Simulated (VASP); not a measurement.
A run of VASP 6.6.1 is set up as follows.

The input INCAR:

```
SYSTEM = TiO2
PREC     = Accurate       ! precision mode
ENCUT    = 520            ! plane-wave cutoff, eV
EDIFF    = 1E-6           ! SCF threshold, eV
ISMEAR   = 1              ! smearing method
SIGMA    = 0.02           ! smearing width, eV
LREAL    = .FALSE.        ! projectors in reciprocal space
LASPH    = .TRUE.         ! aspherical terms in the spheres
NELM     = 100            ! most SCF steps
ALGO     = Normal         ! electronic algorithm
ISIF     = 2              ! what is computed and relaxed
LWAVE    = .FALSE.        ! write WAVECAR
LCHARG   = .FALSE.        ! write CHGCAR
NBANDS   = 19             ! bands
```

Contents of KPOINTS:

```
Automatic mesh
0
G
  9 9 5
  0 0 0
```

Contents of POSCAR:

```
TiO2
1.0
    2.9153886727      0.0000000000      0.0000000000
   -1.4576943364      2.5248006525      0.0000000000
    0.0000000000      0.0000000000      4.1884260173
Ti O
1 2
Direct
    0.0000000000      0.0000000000      0.0000000000
    0.3333333333      0.6666666667      0.2277579196
    0.6666666667      0.3333333333      0.7722420804
```

Potentials or basis: VASP PAW LDA potentials, release 64 (Ti_sv, O).

Launch:

```console
$ cat potpaw_LDA.64/Ti_sv/POTCAR potpaw_LDA.64/O/POTCAR > POTCAR
$ mpirun -np 1 vasp_std > vasp.out
```

(1) What does it give for the pressure?

(2) Estimate the band gap on the k mesh.

(3) What does it give for the largest force?

## Answers

(1) 6.4 GPa.

(2) 2.42 eV, indirect (least direct gap 2.47 eV).

(3) 0.098 eV/Å.
